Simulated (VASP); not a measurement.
**Al: relaxation of cell and atoms with r2SCAN**

Al:

```
CELL_PARAMETERS angstrom
0.00000 2.02481 2.02481
2.02481 0.00000 2.02481
2.02481 2.02481 0.00000
ATOMIC_POSITIONS crystal
Al 0.00000 0.00000 0.00000
```

| Property | Result |
| --- | --- |
| Program | VASP 6.6.1 |
| Task | relaxation of cell and atoms |
| Functional | r2SCAN |
| Potentials or basis | VASP PAW PBE potentials, release 64 (Al) |
| Cutoff | 600 eV |
| k mesh | 11 × 11 × 11 |
| Occupations | gaussian, width 0.1 eV |
| Spin | no spin polarisation |
| Dipole correction | no |
| Further INCAR settings | ALGO = Normal; EDIFF = 1e-06; IBRION = 2; EDIFFG = -0.02; NSW = 60; ISIF = 3 |

```json
{
 "Relaxed volume": "15.89 Å³/atom",
 "Relaxed cell": "a = 2.822 Å, b = 2.822 Å, c = 2.822 Å, α = 60.00°, β = 60.00°, γ = 60.00°",
 "Space group after relaxing (to 0.05 Å)": "Fm-3m (No. 225)",
 "Energy gained by relaxing": "8.5 meV/atom",
 "Ionic steps": "3",
 "Pressure after relaxing": "0.0 GPa"
}
```

Step by step:
```csv
step,energy change (eV),largest force (eV/Å),pressure (GPa),volume (Å³)
1,0.0000,0.0000,-3.64,16.60
2,-0.0080,0.0000,1.06,15.71
3,-0.0085,0.0000,0.03,15.89
```

Final structure:
```cif
data_structure
_symmetry_space_group_name_H-M 'P 1'
_symmetry_Int_Tables_number 1
_cell_length_a 2.8217
_cell_length_b 2.8217
_cell_length_c 2.8217
_cell_angle_alpha 60.000
_cell_angle_beta 60.000
_cell_angle_gamma 60.000
_cell_volume 15.89
loop_
_atom_site_label
_atom_site_type_symbol
_atom_site_fract_x
_atom_site_fract_y
_atom_site_fract_z
_atom_site_occupancy
Al1 Al 0.00000 0.00000 0.00000 1
```

Levels at points of the mesh, in eV from the Fermi level:
| k point | band 1 | band 2 | band 3 | band 4 | band 5 |
| --- | --- | --- | --- | --- | --- |
| (0.00, 0.00, 0.00) | -12.11 | 13.55 | 13.55 | 13.55 | 15.76 |

Wall time 33 s on 1 thread of Intel(R) Xeon(R) Platinum 8259CL CPU @ 2.50GHz (Skylake/Cascade Lake), on a shared host, peak memory 0.14 GiB.

Caveat: the PAW data sets were made with another functional, which shifts forces and pressure a little.
